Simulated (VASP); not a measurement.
Wanted: the native input for a VASP 6.6.1 run.

```yaml
Task: single point
Functional: RPBE
Potentials_or_basis: VASP PAW PBE potentials, release 64 (Ga_d)
Cutoff: 520 eV
k_mesh: 15 × 15 × 15
Occupations: fermi-dirac, width 0.1 eV
Spin: no spin polarisation
Dipole_correction: no
Further_INCAR_settings: ALGO = Normal; EDIFF = 1e-06; NBANDS = 12
```

The structure of Ga lies in POSCAR:

```
Ga
1.0
   -1.7519571166      1.7519571166      1.7519571166
    1.7519571166     -1.7519571166      1.7519571166
    1.7519571166      1.7519571166     -1.7519571166
Ga
1
Direct
    0.0000000000      0.0000000000      0.0000000000
```

This cell differs from its parent crystal: volume scaled by 1.08.

The input as run:

INCAR

```
PREC     = Accurate       # precision mode
ENCUT    = 520            # plane-wave cutoff, eV
EDIFF    = 1E-6           # SCF threshold, eV
ISMEAR   = -1             # smearing method
SIGMA    = 0.1            # smearing width, eV
LREAL    = F              # projectors in reciprocal space
LASPH    = T              # aspherical terms in the spheres
NELM     = 80             # most SCF steps
ALGO     = Normal         # electronic algorithm
ISIF     = 2              # what is computed and relaxed
LWAVE    = F              # write WAVECAR
LCHARG   = F              # write CHGCAR
GGA      = RP             # functional
NBANDS   = 12             # bands
```

KPOINTS

```
regular mesh
0
Gamma
  15 15 15
```

Potentials or basis: VASP PAW PBE potentials, release 64 (Ga_d).

Launch:

```sh
$ cat potpaw_PBE.64/Ga_d/POTCAR > POTCAR
$ mpirun -np 1 vasp_std > vasp.out
```

Results of the run:

```
Pressure : -2.6 GPa
```

Caveat: the PAW data sets were made with another functional, which shifts forces and pressure a little.

Run time: 28 s on 1 thread of Intel(R) Xeon(R) Platinum 8259CL CPU @ 2.50GHz (Skylake/Cascade Lake), with other jobs on the host, peak memory 0.16 GiB.
